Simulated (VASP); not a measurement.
A run of VASP 6.6.1 is set up as follows.

Contents of INCAR:

```
PREC = Accurate
ENCUT = 520
EDIFF = 1E-6
ISMEAR = 0
SIGMA = 0.15
LREAL = False
LASPH = True
NELM = 100
ALGO = Normal
ISIF = 2
LWAVE = False
LCHARG = True
GGA = PS
LELF = True
LVHAR = True
NBANDS = 18
```

The input KPOINTS:

```
regular mesh
0
Gamma
  18 18 18
```

File POSCAR:

```
Si2Mo
1.0
   -1.5818831369      1.5818831369      3.8784485199
    1.5818831369     -1.5818831369      3.8784485199
    1.5818831369      1.5818831369     -3.8784485199
Si Mo
2 1
Direct
    0.3350567058      0.3350567058      0.0000000000
    0.6649432942      0.6649432942      0.0000000000
    0.0000000000      0.0000000000      0.0000000000
```

Potentials or basis: VASP PAW PBE potentials, release 64 (Si, Mo_sv).

Launch:

```sh
$ cat potpaw_PBE.64/Si/POTCAR potpaw_PBE.64/Mo_sv/POTCAR > POTCAR
$ mpirun -np 1 vasp_std > vasp.out
```

(1) What does it give for the largest force?

(2) What does it give for the pressure?

(3) Predict the band gap on the k mesh.

## Answers

(1) 0.064 eV/Å.

(2) 6.2 GPa.

(3) zero (bands 11 and 12 overlap by 0.96 eV).

Caveat: the cell differs from its parent crystal (atoms displaced along a vibrational mode, the cell strained); the cell stands under pressure; the PAW data sets were made with another functional, which shifts forces and pressure a little.
